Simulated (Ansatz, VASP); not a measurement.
**One calculation of Nb2Te, two programs**

The input INCAR:

```
  ALGO = Normal
  EDIFF = 1E-6
  EDIFFG = -0.04
  ENCUT = 600
  GGA = PE
  IBRION = 2
  ISIF = 3
  ISMEAR = 0
  LASPH = True
  LCHARG = False
  LREAL = False
  LWAVE = False
  NELM = 100
  NSW = 90
  PREC = Accurate
  SIGMA = 0.1
```

KPOINTS

```
k-points
0
Gamma
  6 6 6
```

POSCAR

```
Nb2Te
1.0
    1.8556168461      1.0713408856      5.6044375658
   -1.8556168461      1.0713408856      5.6044375658
    0.0000000000     -2.1426817712      5.6044375658
Nb Te
2 1
Direct
    0.7500000000      0.7500000000      0.7500000000
    0.2500000000      0.2500000000      0.2500000000
    0.0000000000      0.0000000000      0.0000000000
```

Input for Ansatz:

```yaml
crystal:
  lattice:
    - [1.8556168461, 1.0713408856, 5.6044375658]
    - [-1.8556168461, 1.0713408856, 5.6044375658]
    - [0.0, -2.1426817712, 5.6044375658]
  atoms:
    - { symbol: Nb, position: [0.75, 0.75, 0.75] }
    - { symbol: Nb, position: [0.25, 0.25, 0.25] }
    - { symbol: Te, position: [0.0, 0.0, 0.0] }
basis:
  ecutwfc: 420
kpoints:
  mp_grid: { grid: [6, 6, 6] }
hamiltonian:
  xc: pbe
scf:
  occupations: { method: gaussian, width: 0.1 }
  lower_state_search: "off"
output:
  forces: true
  stress: true
  eigenvalues: true
relax:
  adjacent_minimum: "off"
  f_tol: 0.04
  max_steps: 70
  cell: { stress_tol: 0.4 }
```

Alike in both runs: task relaxation of cell and atoms; functional PBE; k mesh 6 × 6 × 6; occupations gaussian, width 0.1 eV; no spin polarisation.

```csv
,VASP,Ansatz
version,VASP 6.6.1,Ansatz 0.2.0
potentials or method,"VASP PAW PBE potentials, release 64 (Nb_sv, Te), cutoff 600 eV","scalar-relativistic, plane waves, PAW"
valence electrons in the cell,32,42
```

Ansatz gave:

```
gap on the k mesh at the Fermi level, each at its own relaxed structure (eV) : none
relaxed volume (Å³/atom)                                                     : 20.89
relaxed cell length with the largest relative difference (Å)                 : 6.681
```

Question: What did VASP give for the same quantities?

Answer: gap on the k mesh at the Fermi level, each at its own relaxed structure (eV): none; relaxed volume (Å³/atom): 20.80; relaxed cell length with the largest relative difference (Å): 6.693.

A gap of «none» marks a metal or a gap that the smearing closes. VASP's potentials hold 32 valence electrons a cell and Ansatz's 42, so a difference there can come from the potentials and not from the codes.

Spin-orbit coupling is off throughout.
